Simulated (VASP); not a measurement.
# WC: relaxation of cell and atoms with RPBE+D3(BJ)

WC:

```
W C
1.0
     1.64035   -2.11804    0.00000
     1.64035    2.11804    0.00000
     0.00000    0.00000    4.30942
W C
1 1
Direct
  0.50000 0.50000 0.50000
  0.00000 0.00000 0.00000
```

```
Program                : VASP 6.6.1
Task                   : relaxation of cell and atoms
Functional             : RPBE
Dispersion             : D3(BJ)
Potentials or basis    : VASP PAW PBE potentials, release 64 (W_sv, C)
Cutoff                 : 600 eV
k mesh                 : 10 × 10 × 6
Occupations            : fermi-dirac, width 0.05 eV
Spin                   : no spin polarisation
Dipole correction      : no
Further INCAR settings : ALGO = Normal; EDIFF = 1e-06; IBRION = 2; EDIFFG = -0.01; NSW = 60; ISIF = 3
```

* Relaxed volume: 10.09 Å³/atom
* Relaxed cell: a = 2.763 Å, b = 2.763 Å, c = 2.910 Å, α = 90.00°, β = 90.00°, γ = 114.70°
* Space group after relaxing (to 0.05 Å): Cmmm (No. 65)
* Energy gained by relaxing: 2466.2 meV/atom
* Ionic steps: 22
* Pressure after relaxing: 0.0 GPa
* Band gap on the k mesh: zero (band 9 reaches 16.06 eV, above the bottom of band 10 at 11.37 eV)
* Dispersion energy per atom: -2.726 eV

Stress tensor (GPa, compression positive):
```
 0.11  0.00  0.00
 0.00 -0.06  0.00
 0.00  0.00  0.03
```

The path:
```
step  energy change (eV)  largest force (eV/Å)  pressure (GPa)  volume (Å³)
   1              0.0000                0.0000          -49.79        29.94
   2              0.6734                0.0000          344.41        13.61
   3             -1.7096                0.0000          -38.29        24.56
   4             -2.7266                0.0000          -16.75        21.58
   5             -3.0755                0.0000           69.95        17.54
   6             -3.1781                0.0000           21.06        19.24
   7              0.8981                0.0000          308.74        14.89
   8             -4.1592                0.0000           48.29        18.12
   9             -4.2426                0.0000           59.43        17.83
  10             -4.2492                0.0000           72.38        17.54
  11             -4.0728                0.0000          -33.62        23.45
  12             -4.9137                0.0000            4.77        20.06
  13             -4.9157                0.0000            6.98        19.94
  14             -4.9158                0.0000            7.89        19.89
  15             -4.9110                0.0000           -6.23        20.37
  16             -4.9321                0.0000            0.90        20.12
  17             -4.9321                0.0000            1.05        20.11
  18             -4.9323                0.0000           -0.37        20.20
  19             -4.9324                0.0000            0.00        20.17
  20             -4.9324                0.0000            0.06        20.18
  21             -4.9324                0.0000            0.08        20.19
  22             -4.9325                0.0000            0.03        20.19
```

Final structure:
```
W C
1.0
     1.49088   -2.32660    0.00000
     1.49088    2.32660    0.00000
     0.00000    0.00000    2.90998
W C
1 1
Direct
  0.50000 0.50000 0.50000
  0.00000 0.00000 0.00000
```

Levels at points of the mesh, in eV from the Fermi level:
| k point | band 5 | band 6 | band 7 | band 8 | band 9 | band 10 | band 11 | band 12 | band 13 |
| --- | --- | --- | --- | --- | --- | --- | --- | --- | --- |
| (0.00, 0.00, 0.00) | -15.77 | -5.51 | -2.81 | -1.50 | -1.47 | -0.08 | 0.53 | 1.57 | 3.27 |
| (0.50, 0.00, 0.00) | -10.82 | -9.47 | -6.47 | -6.19 | 1.73 | 2.06 | 3.85 | 6.42 | 7.09 |
| (0.50, 0.50, 0.00) | -13.09 | -6.28 | -4.54 | -1.94 | -1.42 | -0.48 | 0.31 | 4.53 | 4.70 |
| (0.00, 0.00, 0.50) | -11.88 | -9.86 | -5.40 | -2.11 | -1.57 | 0.52 | 2.14 | 3.20 | 11.76 |
| (0.50, 0.00, 0.50) | -13.24 | -5.15 | -4.68 | -3.73 | -1.37 | -0.01 | 3.39 | 4.40 | 7.62 |
| (0.50, 0.50, 0.50) | -9.10 | -8.97 | -8.90 | -7.07 | 3.52 | 3.81 | 4.79 | 6.16 | 7.15 |

It took 5 min on 1 thread of Intel(R) Xeon(R) 6975P-C (Granite Rapids), on a shared host, peak memory 0.24 GiB.

Caveat: the volume moved by over 15 % at a fixed basis, so the end points are rough; the PAW data sets were made with another functional, which shifts forces and pressure a little; spin-orbit coupling is left out, which moves the levels of the heavy elements; pairwise dispersion overbinds metals, which lowers pressure and volume.
